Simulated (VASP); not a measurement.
# Si (P6_3/mmc) in VASP: a series of runs

The runs below take Si through single point, relaxation of cell and atoms, with BLYP.

All numbers are computed with VASP 6.6.1; they aren't measurements. Logs are shortened: lines on timing, memory, paths and dates and some standing lists are left out, and cuts for length are marked.

### Step 1. The cell of the first run

The structure is hexagonal, space group P6_3/mmc (No. 194). Conventional cell: a = 2.910 Å, b = 2.910 Å, c = 9.697 Å, α = 90.00°, β = 90.00°, γ = 120.00°. Within 3.8 Å of Si (site symmetry -3m) lie 12 Si at 2.91 to 2.95 Å. Si (site symmetry -6m2) has 12 Si at 2.91 to 2.95 Å within 3.8 Å.

This isn't the form of Si at room conditions, which is diamond.

### Step 2. Single point, BLYP (17.78 Å³/atom)

INCAR reads:

```
AGGAC = 1.0
AGGAX = 1.0
ALDAC = 0.0
ALDAX = 1.0
ALGO = Normal
EDIFF = 1E-6
ENCUT = 520
GGA = B5
ISIF = 2
ISMEAR = -1
LASPH = T
LCHARG = F
LREAL = F
LWAVE = F
NBANDS = 16
NELM = 80
PREC = Accurate
SIGMA = 0.1
```

KPOINTS reads:

```
k-points
0
Gamma
  14 14 4
```

POSCAR reads:

```
Si
1.0
    2.9100837408      0.0000000000      0.0000000000
   -1.4550418704      2.5202064467      0.0000000000
    0.0000000000      0.0000000000      9.6967941859
Si
4
Direct
    0.0000000000      0.0000000000      0.0000000000
    0.0000000000      0.0000000000      0.5000000000
    0.3333333333      0.6666666667      0.2500000000
    0.6666666667      0.3333333333      0.7500000000
```

Potentials or basis: VASP PAW PBE potentials, release 64 (Si).

On the command line:

```bash
> cat potpaw_PBE.64/Si/POTCAR > POTCAR
> mpirun -np 1 vasp_std > vasp.out
```

OUTCAR:

```text
EDIFF = 1E-6
   ENCUT = 520
   GGA = B5
   ISIF = 2
   ISMEAR = -1
   LASPH = T
   LREAL = F
   NELM = 80
   PREC = Accurate

 ion  position               nearest neighbor table
   1  0.000  0.000  0.000-   3 2.95   4 2.95   4 2.95   3 2.95   4 2.95   3 2.95
   2  0.000  0.000  0.500-   3 2.95   4 2.95   4 2.95   3 2.95   4 2.95   3 2.95
   3  0.333  0.667  0.250-   1 2.95   2 2.95   1 2.95   2 2.95   1 2.95   2 2.95
   4  0.667  0.333  0.750-   1 2.95   2 2.95   1 2.95   2 2.95   1 2.95   2 2.95

  LATTYP: Found a hexagonal cell.
 ALAT       =     2.9100837408
 C/A-ratio  =     3.3321357904

  Lattice vectors:

 A1 = (   2.9100837408,   0.0000000000,   0.0000000000)
 A2 = (  -1.4550418704,   2.5202064467,   0.0000000000)
 A3 = (   0.0000000000,   0.0000000000,   9.6967941859)

Analysis of symmetry for initial positions (statically):
=====================================================================
 Subroutine PRICEL returns:
 Original cell was already a primitive cell.

 Routine SETGRP: Setting up the symmetry group for a
 hexagonal supercell.

 Subroutine GETGRP returns: Found 24 space group operations
 (whereof 12 operations were pure point group operations)
 out of a pool of 24 trial point group operations.

The static configuration has the point symmetry D_3d.
 The point group associated with its full space group is D_6h.

Analysis of symmetry for dynamics (positions and initial velocities):
=====================================================================
 Subroutine PRICEL returns:
 Original cell was already a primitive cell.

 Routine SETGRP: Setting up the symmetry group for a
 hexagonal supercell.

 Subroutine GETGRP returns: Found 24 space group operations
 (whereof 12 operations were pure point group operations)
 out of a pool of 24 trial point group operations.

The dynamic configuration has the point symmetry D_3d.
 The point group associated with its full space group is D_6h.

 Subroutine INISYM returns: Found 24 space group operations
 (whereof 12 operations are pure point group operations),
 and found     1 'primitive' translations

----------------------------------------------------------------------------------------

                                     Primitive cell
[... 93 lines left out ...]
   ENCUT  =  520.0 eV  38.22 Ry    6.18 a.u.   5.41  5.41 18.03*2*pi/ulx,y,z
   NELM   =     80;   NELMIN=  2; NELMDL= -5     # of ELM steps
   EDIFF  = 0.1E-05   stopping-criterion for ELM
   LREAL  =      F    real-space projection
   EDIFFG = 0.1E-04   stopping-criterion for IOM
   NSW    =      0    number of steps for IOM
   IBRION =     -1    ionic relax: 0-MD 1-quasi-New 2-CG
   NFREE  =      0    steps in history (QN), initial steepest desc. (CG)
   ISIF   =      2    stress and relaxation
   ISYM   =      2    0-nonsym 1-usesym 2-fastsym
   POTIM  = 0.5000    time-step for ionic-motion
   TEBEG  =    0.0;   TEEND  =   0.0 temperature during run
   PSTRESS=    0.0 pullay stress
   NELECT =      16.0000    total number of electrons
   NUPDOWN=      -1.0000    fix difference up-down
   EMIN   =  10.00;   EMAX   =-10.00  energy-range for DOS
   EFERMI =   0.00;   METHOD = LEGACY
   ISMEAR =    -1;   SIGMA  =   0.10  broadening in eV -4-tet -1-fermi 0-gaus
   EFERMI_NEDOS =   21; number of points for ismear=-14 and -15
   IALGO  =     38    algorithm
   IMIX   =      4    mixing-type and parameters
     AMIX     =   0.40;   BMIX     =  1.00
     AMIX_MAG =   1.60;   BMIX_MAG =  1.00
  volume/ion in A,a.u.               =      17.78       119.98
  Fermi-wavevector in a.u.,A,eV,Ry     =   0.995692  1.881585 13.488843  0.991402
  Thomas-Fermi vector in A             =   2.127729
   LORBIT       =      0    0 simple, 1 ext, 2 COOP (PROOUT), +10 PAW based schemes
   GGA     = B5    functional components
   LHFCALC =     F    Hartree Fock is set to
   AEXX    =    0.0000 exact exchange contribution
   IVDW    =     0    specifies the selected vdW correction
   LEPSILON=     F    determine dielectric tensor
   LRPA    =     F    only Hartree local field effects (RPA)
 non-spin polarized calculation
  energy-cutoff  :      520.00
  volume of cell :       71.12
 maximum number of plane-waves:      1980
 NGX is ok and might be reduce to    24
   NGX = 11   NGY = 11   NGZ = 37

 number of electron      16.0000003 magnetization

 Free energy of the ion-electron system (eV)
  ---------------------------------------------------
  ext. energy  EPLUGINS =         0.00000000
  ---------------------------------------------------
  free energy    TOTEN  =       -15.11094243 eV

  energy without entropy =      -15.03862827  energy(sigma->0) =      -15.07478535

 E-fermi :   8.0734     XC(G=0):  -9.7099

 val. band max:        8.0684705430   @ k =   0.2143   0.2143   0.0000
 cond. band min:       8.0867425750   @ k =   0.1429   0.1429   0.2500
 fundamental gap:      0.0182720320
 Fermi energy:         8.0734172866

 k-point     1 :       0.0000    0.0000    0.0000
  band No.  band energies     occupation
      1      -4.5113      2.00000
      2      -3.0017      2.00000
      3      -3.0012      2.00000
      4       0.6955      2.00000
      5       2.4989      2.00000
      6       8.9067      0.00048
[... 433 lines left out ...]
      3       3.1464      2.00000
      4       3.1721      2.00000
      5       4.1707      2.00000
      6       4.4498      2.00000
[... 8 lines left out ...]
     15      10.7760      0.00000
     16      13.6390      0.00000

 [... further k-points ...]

------------------------ aborting loop because EDIFF is reached ----------------------------------------

  FORCE on cell =-STRESS in cart. coord.  units (eV):
  Direction    XX          YY          ZZ          XY          YZ          ZX
  --------------------------------------------------------------------------------------
  -------------------------------------------------------------------------------------
  Total       -1.6349432     -1.6349432     -0.7656775      0.0000000      0.0000000      0.0000000
  in kB      -36.8335415    -36.8335415    -17.2499042      0.0000000      0.0000000      0.0000000
  external PRESSURE =     -30.3056624 kB  Pullay stress =       0.0000000 kB

 VOLUME and BASIS-vectors are now :
 -----------------------------------------------------------------------------
  energy-cutoff  :      520.00
  volume of cell :       71.12
      direct lattice vectors                 reciprocal lattice vectors
     2.910083741  0.000000000  0.000000000     0.343632723  0.198396445  0.000000000
    -1.455041870  2.520206447  0.000000000     0.000000000  0.396792890  0.000000000
     0.000000000  0.000000000  9.696794186     0.000000000  0.000000000  0.103126867

 POSITION                                       TOTAL-FORCE (eV/Angst)
 -----------------------------------------------------------------------------------
      0.00000      0.00000      0.00000         0.000000      0.000000      0.000000
      0.00000      0.00000      4.84840         0.000000      0.000000      0.000000
     -0.00000      1.68014      2.42420         0.000000     -0.000000      0.000000
      1.45504      0.84007      7.27260        -0.000000      0.000000      0.000000
 -----------------------------------------------------------------------------------
    total drift:                               -0.000000      0.000000     -0.000000

  FREE ENERGIE OF THE ION-ELECTRON SYSTEM (eV)
  ---------------------------------------------------
  free  energy   TOTEN  =       -15.1109424328 eV

  energy  without entropy=      -15.0386282653  energy(sigma->0) =      -15.07478535
```

stdout:

```text
POSCAR found type information on POSCAR Si
 POSCAR found :  1 types and       4 ions
 scaLAPACK will be used
 -----------------------------------------------------------------------------
|                                                                             |
|                                                                             |
|     You enforced a specific xc type in the INCAR file but a different       |
|     I HOPE YOU KNOW WHAT YOU ARE DOING!                                     |
|                                                                             |
 -----------------------------------------------------------------------------

 LDA part: xc-table for (Slater(with rela. corr.)+VWN5), standard interpolation
 POSCAR, INCAR and KPOINTS ok, starting setup
 FFT: planning ... GRIDC
 FFT: planning ... GRID_SOFT
 FFT: planning ... GRID
 WAVECAR not read
 entering main loop
```

Wall time 51 s (1 thread of Intel Xeon Platinum 8488C (Sapphire Rapids), shared host); peak memory 0.21 GiB.

What came out:

- Free energy: -15.1109 eV
- Pressure: -3.0 GPa
- Band gap on the k mesh: zero (bands 8 and 9 overlap by 9.28 eV)

Caveat: the cell stands under tension; the PAW data sets were made with another functional, which shifts forces and pressure a little.

### Step 3. Single point, BLYP (18.44 Å³/atom)

This run uses another cell than the first one, of 18.44 Å³/atom.

INCAR reads:

```
SYSTEM = Si
PREC = Accurate
ENCUT = 520
EDIFF = 1E-6
ISMEAR = -1
SIGMA = 0.1
LREAL = .FALSE.
LASPH = .TRUE.
NELM = 100
ALGO = Normal
ISIF = 2
LWAVE = .FALSE.
LCHARG = .FALSE.
GGA = B5
ALDAX = 1.0
AGGAX = 1.0
AGGAC = 1.0
ALDAC = 0.0
NBANDS = 16
```

KPOINTS reads:

```
regular mesh
0
G
  14 14 4
  0 0 0
```

POSCAR reads:

```
Si
1.0
    2.9455760649      0.0000000000      0.0000000000
   -1.4727880324      2.5509437010      0.0000000000
    0.0000000000      0.0000000000      9.8150594292
Si
4
Direct
    0.0000000000      0.0000000000      0.0000000000
    0.0000000000      0.0000000000      0.5000000000
    0.3333333333      0.6666666667      0.2500000000
    0.6666666667      0.3333333333      0.7500000000
```

Potentials or basis: VASP PAW PBE potentials, release 64 (Si).

On the command line:

```bash
> cat potpaw_PBE.64/Si/POTCAR > POTCAR
> mpirun -np 1 vasp_std > vasp.out
```

It took 57 s on 1 thread of Intel Xeon Platinum 8488C (Sapphire Rapids), shared host; peak memory 0.22 GiB.

Results (log left out):

```yaml
Free_energy: -15.0499 eV
Pressure: -4.4 GPa
Band_gap_on_the_k_mesh: zero (bands 8 and 9 overlap by 8.94 eV)
```

Stress tensor (GPa, compression positive):
```
-5.03  0.00  0.00
 0.00 -5.03  0.00
 0.00  0.00 -3.02
```

Levels at points of the mesh, in eV from the Fermi level:
```
           k point  band 6  band 7  band 8  band 9  band 10  band 11
(0.00, 0.00, 0.00)    0.81    0.81    6.56    6.56     7.15     7.15
(0.50, 0.00, 0.00)   -4.73   -1.98   -1.74   -0.58     0.23     2.72
(0.00, 0.00, 0.50)   -2.94    4.98    4.98    6.76     6.76     6.76
(0.50, 0.00, 0.50)   -3.76   -3.34   -3.34    1.54     1.54     2.78
```

Caveat: the cell stands under tension; the PAW data sets were made with another functional, which shifts forces and pressure a little.

### Step 4. Single point, BLYP

This run uses another cell than the first one, of 16.46 Å³/atom.

INCAR reads:

```
AGGAC = 1.0
AGGAX = 1.0
ALDAC = 0.0
ALDAX = 1.0
ALGO = Normal
EDIFF = 1E-6
ENCUT = 520
GGA = B5
ISIF = 2
ISMEAR = -1
LASPH = True
LCHARG = True
LELF = True
LREAL = False
LVHAR = True
LWAVE = False
NBANDS = 16
NELM = 100
PREC = Accurate
SIGMA = 0.1
```

KPOINTS reads:

```
k-points
0
Gamma
  17 17 5
```

POSCAR reads:

```
Si
1.0
    2.8363788260      0.0000000000      0.0000000000
   -1.4181894130      2.4563761180      0.0000000000
    0.0000000000      0.0000000000      9.4511994012
Si
4
Direct
    0.0000000000      0.0000000000      0.0000000000
    0.0000000000      0.0000000000      0.5000000000
    0.3333333333      0.6666666667      0.2500000000
    0.6666666667      0.3333333333      0.7500000000
```

On the command line:

```bash
> cat potpaw_PBE.64/Si/POTCAR > POTCAR
> mpirun -np 1 vasp_std > vasp.out
```

Run time: 67 s. Hardware: 1 thread of Intel Xeon Platinum 8488C (Sapphire Rapids), shared host; peak memory 0.22 GiB.

The run converged. Its results:

| Quantity | Value |
| --- | --- |
| Free energy | -15.1693 eV |
| Pressure | 0.4 GPa |
| Band gap on the k mesh | zero (bands 8 and 9 overlap by 10.16 eV) |

Stress tensor (GPa, compression positive):
```
-0.16  0.00  0.00
 0.00 -0.16  0.00
 0.00  0.00  1.44
```

Levels at points of the mesh, in eV from the Fermi level:
```tsv
k point	band 5	band 6	band 7	band 8	band 9	band 10	band 11	band 12
(0.00, 0.00, 0.00)	-6.03	0.90	0.90	7.41	7.41	8.01	8.01	8.40
```

Caveat: the PAW data sets were made with another functional, which shifts forces and pressure a little.

### Step 5. Relaxation of cell and atoms, BLYP

This run uses another cell than the first one, of 15.02 Å³/atom.

INCAR reads:

```
SYSTEM = Si
PREC = Accurate
ENCUT = 600
EDIFF = 1E-7
ISMEAR = -1
SIGMA = 0.1
LREAL = .FALSE.
LASPH = .TRUE.
NELM = 60
ALGO = Normal
ISIF = 3
LWAVE = .FALSE.
LCHARG = .FALSE.
GGA = B5
ALDAX = 1.0
AGGAX = 1.0
AGGAC = 1.0
ALDAC = 0.0
IBRION = 2
NSW = 80
EDIFFG = -0.01
```

KPOINTS reads:

```
regular mesh
0
G
  13 13 4
  0 0 0
```

POSCAR reads:

```
Si
1.0
    2.7691764586      0.0000000000      0.0000000000
   -1.3845882293      2.3981771607      0.0000000000
    0.0000000000      0.0000000000      9.0441303138
Si
4
Direct
    0.0000000000      0.0000000000      0.0000000000
    0.0000000000      0.0000000000      0.5000000000
    0.3333333333      0.6666666667      0.2500000000
    0.6666666667      0.3333333333      0.7500000000
```

Potentials or basis: VASP PAW PBE potentials, release 64 (Si).

On the command line:

```bash
> cat potpaw_PBE.64/Si/POTCAR > POTCAR
> mpirun -np 1 vasp_std > vasp.out
```

OUTCAR:

```text
SYSTEM = Si
   PREC = Accurate
   ENCUT = 600
   EDIFF = 1E-7
   ISMEAR = -1
   LREAL = .FALSE.
   LASPH = .TRUE.
   NELM = 60
   ISIF = 3
   GGA = B5
   IBRION = 2
   NSW = 80
   EDIFFG = -0.01

 ion  position               nearest neighbor table
   1  0.000  0.000  0.000-   3 2.77   4 2.77   3 2.77   4 2.77   4 2.77   3 2.77
   2  0.000  0.000  0.500-   3 2.77   4 2.77   3 2.77   4 2.77   4 2.77   3 2.77
   3  0.333  0.667  0.250-   1 2.77   2 2.77   1 2.77   2 2.77   1 2.77   2 2.77
   4  0.667  0.333  0.750-   1 2.77   2 2.77   1 2.77   2 2.77   1 2.77   2 2.77

  LATTYP: Found a hexagonal cell.
 ALAT       =     2.7691764586
 C/A-ratio  =     3.2660000000

  Lattice vectors:

 A1 = (   2.7691764586,   0.0000000000,   0.0000000000)
 A2 = (  -1.3845882293,   2.3981771607,   0.0000000000)
 A3 = (   0.0000000000,   0.0000000000,   9.0441303138)

[... 172 lines left out ...]

 number of electron      16.0000001 magnetization

 Free energy of the ion-electron system (eV)
  ---------------------------------------------------
  ext. energy  EPLUGINS =         0.00000000
  ---------------------------------------------------
  free energy    TOTEN  =       -15.04571991 eV

  energy without entropy =      -14.99145296  energy(sigma->0) =      -15.01858644

 E-fermi :  10.1158     XC(G=0): -10.3939

 val. band max:       10.0217416555   @ k =   0.1538   0.0769   0.2500
 cond. band min:      10.1633227861   @ k =   0.2308   0.0769   0.2500
 fundamental gap:      0.1415811306
 Fermi energy:        10.1158270463
[... 994 lines left out ...]
--------------------------------------- Ionic step        8  -------------------------------------------

 number of electron      15.9999999 magnetization

 Free energy of the ion-electron system (eV)
  ---------------------------------------------------
  ext. energy  EPLUGINS =         0.00000000
  ---------------------------------------------------
  free energy    TOTEN  =       -15.16216493 eV

  energy without entropy =      -15.10121927  energy(sigma->0) =      -15.13169210

 E-fermi :   8.9000     XC(G=0):  -9.9915

 val. band max:        8.8964294856   @ k =   0.3077   0.1538   0.5000
 cond. band min:       8.9154603303   @ k =   0.3077   0.3077   0.2500
 fundamental gap:      0.0190308447
 Fermi energy:         8.9000392359
[... 391 lines left out ...]
  FREE ENERGIE OF THE ION-ELECTRON SYSTEM (eV)
  ---------------------------------------------------
  free  energy   TOTEN  =       -15.1621649279 eV

  energy  without entropy=      -15.1012192658  energy(sigma->0) =      -15.13169210

 reached required accuracy - stopping structural energy minimisation
```

OSZICAR:

```text
N       E                     dE             d eps       ncg     rms          rms(c)
DAV:   1     0.345352027028E+02    0.34535E+02   -0.69079E+03  1512   0.124E+03
DAV:   2    -0.122203139421E+02   -0.46756E+02   -0.44225E+02  1936   0.149E+02
DAV:   3    -0.149935967132E+02   -0.27733E+01   -0.25980E+01  2152   0.296E+01
[... 60 lines left out ...]
DAV:   2    -0.151621825937E+02    0.26180E-04   -0.40685E-05  1876   0.454E-02    0.221E-02
DAV:   3    -0.151621657267E+02    0.16867E-04   -0.15850E-05  1620   0.235E-02    0.380E-03
DAV:   4    -0.151621653179E+02    0.40882E-06   -0.24709E-07  1656   0.389E-03    0.263E-03
DAV:   5    -0.151621648897E+02    0.42815E-06   -0.35423E-08   860   0.168E-03    0.272E-04
DAV:   6    -0.151621649279E+02   -0.38150E-07   -0.42690E-09   848   0.554E-04
   8 F= -.15162165E+02 E0= -.15131692E+02  d E =-.392092E-04
```

Wall time 3.6 min (1 thread of Intel Xeon Platinum 8488C (Sapphire Rapids), shared host); peak memory 0.21 GiB.

Results:

| Item | Value |
| --- | --- |
| Free energy | -15.1622 eV |
| Relaxed volume | 16.57 Å³/atom |
| Relaxed cell | a = 2.842 Å, b = 2.842 Å, c = 9.475 Å, α = 90.00°, β = 90.00°, γ = 120.00° |
| Space group after relaxing (to 0.1 Å) | P6_3/mmc (No. 194) |
| Energy gained by relaxing | 29.1 meV/atom |
| Ionic steps | 8 |
| Pressure after relaxing | 0.0 GPa |

Step by step:
```
step  energy change (eV)  largest force (eV/Å)  pressure (GPa)  volume (Å³)
   1              0.0000                0.0000            6.41        60.06
   2             -0.1132                0.0000            0.65        65.44
   3             -0.1150                0.0000           -0.07        66.33
   4             -0.1150                0.0000            0.03        66.20
   5             -0.1156                0.0000            0.04        66.18
   6             -0.1164                0.0000            0.09        66.14
   7             -0.1164                0.0000            0.10        66.14
   8             -0.1164                0.0000           -0.02        66.29
```

Final structure:
```
CELL_PARAMETERS angstrom
2.84229 0.00000 0.00000
-1.42115 2.46150 0.00000
0.00000 0.00000 9.47484
ATOMIC_POSITIONS crystal
Si 0.00000 0.00000 0.00000
Si 0.00000 0.00000 0.50000
Si 0.33333 0.66667 0.25000
Si 0.66667 0.33333 0.75000
```

Caveat: the highest band is partly filled, so the run has too few bands; the PAW data sets were made with another functional, which shifts forces and pressure a little.

### Step 6. Overview

| task | cell | k mesh | cutoff (eV) | gap on the mesh (eV) | pressure (GPa) |
| --- | --- | --- | --- | --- | --- |
| single point | a = 2.910, b = 2.910, c = 9.697 Å, angles 90.0, 90.0, 120.0°, 4 atoms | 14 × 14 × 4 | 520 | none | -3.0 |
| single point | a = 2.946, b = 2.946, c = 9.815 Å, angles 90.0, 90.0, 120.0°, 4 atoms | 14 × 14 × 4 | 520 | none | -4.4 |
| single point | a = 2.836, b = 2.836, c = 9.451 Å, angles 90.0, 90.0, 120.0°, 4 atoms | 17 × 17 × 5 | 520 | none | 0.4 |
| relaxation of cell and atoms | relaxed from a = 2.769, b = 2.769, c = 9.044 Å, angles 90.0, 90.0, 120.0°, 4 atoms | 13 × 13 × 4 | 600 | - | 0.0 |

Alike in all rows: level BLYP; potentials or basis VASP PAW PBE potentials, release 64 (Si); no spin polarisation; smearing fermi-dirac 0.1 eV.

Caveats: the PAW data sets were made with another functional, which shifts forces and pressure a little; the cell stands under tension (at least some runs); the highest band is partly filled, so the run has too few bands (at least some runs).

Absolute energies hang on the potentials; compare differences alone.
